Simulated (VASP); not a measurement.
# MnO (Fm-3m) in VASP: single point with PBE-based screened hybrid with 25 % exact exchange

Aim: the single point of MnO with PBE-based screened hybrid with 25 % exact exchange.

Everything below comes from runs of VASP 6.6.1. Logs are shortened: lines on timing, memory, paths and dates and some standing lists are left out, and cuts for length are marked.

**1. The cell of the first run**

Symmetry: Fm-3m, No. 225, cubic system. Conventional cell: a = 4.444 Å, b = 4.444 Å, c = 4.444 Å, α = 90.00°, β = 90.00°, γ = 90.00°. Mn (site symmetry m-3m) has 6 O at 2.22 Å within 2.9 Å. Within 2.9 Å of O (site symmetry m-3m) lie 6 Mn at 2.22 Å.

**2. Single point, PBE-based screened hybrid with 25 % exact exchange, collinear spin, ferromagnetic start**

POSCAR reads:

```
MnO
1.0
    0.0000000000      2.2220003343      2.2220003343
    2.2220003343      0.0000000000      2.2220003343
    2.2220003343      2.2220003343      0.0000000000
Mn O
1 1
Direct
    0.0000000000      0.0000000000      0.0000000000
    0.5000000000      0.5000000000      0.5000000000
```

INCAR.step1 reads:

```
ALGO = Normal ; EDIFF = 1E-5
ENCUT = 520 ; GGA = PE
ISIF = 2 ; ISMEAR = 0
ISPIN = 2 ; KPAR = 4
LASPH = T ; LCHARG = F
LMAXMIX = 4 ; LORBIT = 11
LREAL = F ; LWAVE = T
MAGMOM = 4.7 0 ; NBANDS = 20
NELM = 150 ; PREC = Accurate
SIGMA = 0.05
```

INCAR.step2 reads:

```
AEXX = 0.25 ; ALGO = Normal
EDIFF = 1E-6 ; ENCUT = 520
GGA = PE ; HFSCREEN = 0.3
ISIF = 2 ; ISMEAR = 0
ISPIN = 2 ; ISTART = 1
KPAR = 4 ; LASPH = T
LCHARG = F ; LHFCALC = T
LMAXMIX = 4 ; LORBIT = 11
LREAL = F ; LWAVE = F
MAGMOM = 4.7 0 ; NBANDS = 20
NELM = 150 ; PREC = Accurate
PRECFOCK = Normal ; SIGMA = 0.05
```

KPOINTS reads:

```
k-points
0
Gamma
  8 8 8
```

Potentials or basis: VASP PAW PBE potentials, release 64 (Mn_pv, O).

Run with:

```bash
cat potpaw_PBE.64/Mn_pv/POTCAR potpaw_PBE.64/O/POTCAR > POTCAR
cp INCAR.step1 INCAR
mpirun -np 4 vasp_std > vasp.out
cp INCAR.step2 INCAR
mpirun -np 4 vasp_std > vasp.out
```

OUTCAR:

```text
AEXX = 0.25
   EDIFF = 1E-6
   ENCUT = 520
   GGA = PE
   HFSCREEN = 0.3
   ISIF = 2
   ISMEAR = 0
   ISPIN = 2
   ISTART = 1
   LASPH = T
   LHFCALC = T
   LORBIT = 11
   LREAL = F
   NELM = 150
   PREC = Accurate
   PRECFOCK = Normal

 ion  position               nearest neighbor table
   1  0.000  0.000  0.000-   2 2.22   2 2.22   2 2.22   2 2.22   2 2.22   2 2.22
   2  0.500  0.500  0.500-   1 2.22   1 2.22   1 2.22   1 2.22   1 2.22   1 2.22

  LATTYP: Found a face centered cubic cell.
 ALAT       =     4.4440006686

  Lattice vectors:

 A1 = (   0.0000000000,   2.2220003343,   2.2220003343)
 A2 = (   2.2220003343,   0.0000000000,   2.2220003343)
 A3 = (   2.2220003343,   2.2220003343,   0.0000000000)

Analysis of symmetry for initial positions (statically):
=====================================================================
 Subroutine PRICEL returns:
 Original cell was already a primitive cell.

 Routine SETGRP: Setting up the symmetry group for a
 face centered cubic supercell.

 Subroutine GETGRP returns: Found 48 space group operations
 (whereof 48 operations were pure point group operations)
 out of a pool of 48 trial point group operations.

The static configuration has the point symmetry O_h .

Analysis of symmetry for dynamics (positions and initial velocities):
=====================================================================
 Subroutine PRICEL returns:
 Original cell was already a primitive cell.

 Routine SETGRP: Setting up the symmetry group for a
 face centered cubic supercell.

 Subroutine GETGRP returns: Found 48 space group operations
 (whereof 48 operations were pure point group operations)
 out of a pool of 48 trial point group operations.

The dynamic configuration has the point symmetry O_h .

Analysis of structural, dynamic, and magnetic symmetry:
=====================================================================
 Subroutine PRICEL returns:
 Original cell was already a primitive cell.

 Routine SETGRP: Setting up the symmetry group for a
 face centered cubic supercell.

 Subroutine GETGRP returns: Found 48 space group operations
 (whereof 48 operations were pure point group operations)
 out of a pool of 48 trial point group operations.

The overall configuration has the point symmetry O_h .

 Subroutine INISYM returns: Found 48 space group operations
 (whereof 48 operations are pure point group operations),
 and found     1 'primitive' translations

----------------------------------------------------------------------------------------

                                     Primitive cell

  volume of cell :      21.9413

  direct lattice vectors                    reciprocal lattice vectors
     0.000000000  2.222000334  2.222000334    -0.225022468  0.225022468  0.225022468
     2.222000334  0.000000000  2.222000334     0.225022468 -0.225022468  0.225022468
     2.222000334  2.222000334  0.000000000     0.225022468  0.225022468 -0.225022468

  length of vectors
     3.142383008  3.142383008  3.142383008     0.389750348  0.389750348  0.389750348

  position of ions in fractional coordinates (direct lattice)
     0.000000000  0.000000000  0.000000000
     0.500000000  0.500000000  0.500000000

  ion indices of the primitive-cell ions
   primitive index   ion index
                 1           1
                 2           2

----------------------------------------------------------------------------------------

 KPOINTS: k-points

Automatic generation of k-mesh.
 Grid dimensions read from file:
 generate k-points for:    8    8    8

 Generating k-lattice:

  Cartesian coordinates                     Fractional coordinates (reciprocal lattice)
    -0.028127809  0.028127809  0.028127809     0.125000000  0.000000000  0.000000000
     0.028127809 -0.028127809  0.028127809     0.000000000  0.125000000  0.000000000
     0.028127809  0.028127809 -0.028127809     0.000000000  0.000000000  0.125000000

  Length of vectors
     0.048718794  0.048718794  0.048718794

  Shift w.r.t. Gamma in fractional coordinates (k-lattice)
     0.000000000  0.000000000  0.000000000

 Subroutine IBZKPT returns following result:
 ===========================================

 Found     29 irreducible k-points:

 Following reciprocal coordinates:
            Coordinates               Weight
  0.000000  0.000000  0.000000      1.000000
  0.125000  0.000000  0.000000      8.000000
  0.250000  0.000000  0.000000      8.000000
  0.375000  0.000000  0.000000      8.000000
  0.500000  0.000000  0.000000      4.000000
  0.125000  0.125000  0.000000      6.000000
[... 16 lines left out ...]
  0.500000  0.250000  0.125000     48.000000
 -0.375000  0.250000  0.125000     24.000000
 [... further k-points ...]
   k-points           NKPTS =     29   k-points in BZ     NKDIM =    512   number of bands    NBANDS=     20
   number of dos      NEDOS =    301   number of ions     NIONS =      2
   total plane-waves  NPLWV =  13824
   dimension x,y,z NGX =    24 NGY =   24 NGZ =   24
   dimension x,y,z NGXF=    48 NGYF=   48 NGZF=   48
   ions per type =               1   1
   NGX,Y,Z   is equivalent  to a cutoff of  12.70, 12.70, 12.70 a.u.
   NGXF,Y,Z  is equivalent  to a cutoff of  25.39, 25.39, 25.39 a.u.
 SYSTEM =  unknown system
   PREC   = accura    normal or accurate (medium, high low for compatibility)
   ISTART =      1    job   : 0-new  1-cont  2-samecut
   ICHARG =      0    charge: 1-file 2-atom 10-const
   ISPIN  =      2    spin polarized calculation?
   LNONCOLLINEAR =      F non collinear calculations
   LSORBIT =      F    spin-orbit coupling
   LASPH  =      T    aspherical Exc in radial PAW
   ENCUT  =  520.0 eV  38.22 Ry    6.18 a.u.   5.84  5.84  5.84*2*pi/ulx,y,z
   NELM   =    150;   NELMIN=  2; NELMDL=  0     # of ELM steps
   EDIFF  = 0.1E-05   stopping-criterion for ELM
   LREAL  =      F    real-space projection
   EDIFFG = 0.1E-04   stopping-criterion for IOM
   NSW    =      0    number of steps for IOM
   IBRION =     -1    ionic relax: 0-MD 1-quasi-New 2-CG
   NFREE  =      0    steps in history (QN), initial steepest desc. (CG)
   ISIF   =      2    stress and relaxation
   ISYM   =      3    0-nonsym 1-usesym 2-fastsym
   POTIM  = 0.5000    time-step for ionic-motion
   TEBEG  =    0.0;   TEEND  =   0.0 temperature during run
   PSTRESS=    0.0 pullay stress
   NELECT =      19.0000    total number of electrons
   NUPDOWN=      -1.0000    fix difference up-down
   EMIN   =  10.00;   EMAX   =-10.00  energy-range for DOS
   EFERMI =   0.00;   METHOD = LEGACY
   ISMEAR =     0;   SIGMA  =   0.05  broadening in eV -4-tet -1-fermi 0-gaus
   EFERMI_NEDOS =   21; number of points for ismear=-14 and -15
   IALGO  =     38    algorithm
   IMIX   =      1    mixing-type and parameters
     AMIX     =   0.40;   BMIX     =  1.00
     AMIX_MAG =   1.60;   BMIX_MAG =  1.00
  volume/ion in A,a.u.               =      10.97        74.03
  Fermi-wavevector in a.u.,A,eV,Ry     =   1.560409  2.948746 33.128523  2.434878
  Thomas-Fermi vector in A             =   2.663626
   LORBIT       =     11    0 simple, 1 ext, 2 COOP (PROOUT), +10 PAW based schemes
   GGA     = PE    functional components
   LHFCALC =     T    Hartree Fock is set to
   PRECFOCK=normal    Normal, Fast or Accurate (Low or Medium for compatibility)
   ENCUT4O =  -1.0   cutoff for four orbital integrals eV
   NKREDX  =     1    reduce k-point grid by
   NKREDY  =     1    reduce k-point grid by
   NKREDZ  =     1    reduce k-point grid by
   AEXX    =    0.2500 exact exchange contribution
   HFSCREEN=    0.3000 screening length (either q_TF or 0.3 A-1)
   HFSCREENC=   0.3000 screening length for correlation (either q_TF or 0.3 A-1)
   ENCUTFOCK=  -1.0 apply spherical cutoff to Coloumb kernel
   IVDW    =     0    specifies the selected vdW correction
   LEPSILON=     F    determine dielectric tensor
   LRPA    =     F    only Hartree local field effects (RPA)
 spin polarized calculation
 Gauss-broadening in eV      SIGMA  =   0.05
  energy-cutoff  :      520.00
  volume of cell :       21.94
 maximum number of plane-waves:       609
  NGX = 18; NGY = 18; NGZ = 18

 number of electron      18.9999992 magnetization       5.0017889

 Free energy of the ion-electron system (eV)
  ---------------------------------------------------
  ext. energy  EPLUGINS =         0.00000000
  ---------------------------------------------------
  free energy    TOTEN  =       -23.05044315 eV

  energy without entropy =      -23.05044315  energy(sigma->0) =      -23.05044315

 E-fermi :   6.8026     XC(G=0):  -9.8203

 val. band max:        6.3828235264   @ k =   0.5000   0.0000   0.0000
 cond. band min:       7.3933047257   @ k =   0.0000   0.0000   0.0000
 fundamental gap:      1.0104811993
 Fermi energy:         6.8025808465

 spin component 1

 k-point     1 :       0.0000    0.0000    0.0000
  band No.  band energies     occupation
      1     -47.2616      1.00000
      2     -47.2616      1.00000
      3     -47.2616      1.00000
      4     -15.1033      1.00000
      5       2.3766      1.00000
      6       2.3766      1.00000
[... 12 lines left out ...]
     19      28.4294      0.00000
[... 513 lines left out ...]
      4     -14.0389      1.00000
      5      -1.3662      1.00000
      6      -0.1440      1.00000
[... 12 lines left out ...]
     19      32.1459      0.00000
     20      33.2327      0.00000

 [... further k-points ...]

 spin component 2

 k-point     1 :       0.0000    0.0000    0.0000
  band No.  band energies     occupation
      1     -40.4719      1.00000
      2     -40.4719      1.00000
      3     -40.4719      1.00000
      4     -14.5112      1.00000
      5       3.5508      1.00000
      6       3.5508      1.00000
[... 12 lines left out ...]
     19      30.7814      0.00000
[... 513 lines left out ...]
      4     -13.4335      1.00000
      5      -0.1267      1.00000
      6       1.5094      1.00000
[... 12 lines left out ...]
     19      33.6449      0.00000
     20      33.9875      0.00000

 [... further k-points ...]

------------------------ aborting loop because EDIFF is reached ----------------------------------------

  FORCE on cell =-STRESS in cart. coord.  units (eV):
  Direction    XX          YY          ZZ          XY          YZ          ZX
  --------------------------------------------------------------------------------------
  -------------------------------------------------------------------------------------
  Total        0.2755023      0.2755023      0.2755023     -0.0000000      0.0000000      0.0000000
  in kB       20.1174739     20.1174739     20.1174739     -0.0000000      0.0000000      0.0000000
  external PRESSURE =      20.1174739 kB  Pullay stress =       0.0000000 kB

 VOLUME and BASIS-vectors are now :
 -----------------------------------------------------------------------------
  energy-cutoff  :      520.00
  volume of cell :       21.94
      direct lattice vectors                 reciprocal lattice vectors
     0.000000000  2.222000334  2.222000334    -0.225022468  0.225022468  0.225022468
     2.222000334  0.000000000  2.222000334     0.225022468 -0.225022468  0.225022468
     2.222000334  2.222000334  0.000000000     0.225022468  0.225022468 -0.225022468

 POSITION                                       TOTAL-FORCE (eV/Angst)
 -----------------------------------------------------------------------------------
      0.00000      0.00000      0.00000        -0.000000      0.000000     -0.000000
      2.22200      2.22200      2.22200         0.000000      0.000000      0.000000
 -----------------------------------------------------------------------------------
    total drift:                               -0.000002     -0.000002     -0.000002

  FREE ENERGIE OF THE ION-ELECTRON SYSTEM (eV)
  ---------------------------------------------------
  free  energy   TOTEN  =       -23.0504431539 eV

  energy  without entropy=      -23.0504431539  energy(sigma->0) =      -23.05044315

 total charge

# of ion       s       p       d       tot
------------------------------------------
    1        0.198   6.177   4.951  11.326
    2        1.557   3.481   0.000   5.039
--------------------------------------------------
tot          1.755   9.658   4.951  16.365

 magnetization (x)

# of ion       s       p       d       tot
------------------------------------------
    1        0.026   0.020   4.537   4.582
    2        0.026   0.173   0.000   0.199
--------------------------------------------------
tot          0.052   0.193   4.537   4.782
```

Run time: 57 min. Hardware: 4 MPI ranks of AMD EPYC 7R13 (Zen 3), shared host; peak memory 0.25 GiB.

Results:

```yaml
Free_energy: -23.0504 eV
Pressure: 2.0 GPa
Band_gap_on_the_k_mesh: 1.01 eV (least direct gap 3.84 eV)
Net_moment: 5.00 μB per cell
Site_moments: Mn +4.58; O +0.20 μB
Valence_electrons_inside_the_program's_atomic_spheres: Mn 11.33; O 5.04
```

Caveat: the PAW data sets were made with another functional, which shifts forces and pressure a little; a cell with one magnetic atom can't hold antiferromagnetic order, which such compounds often take. A k mesh can miss the band edges.
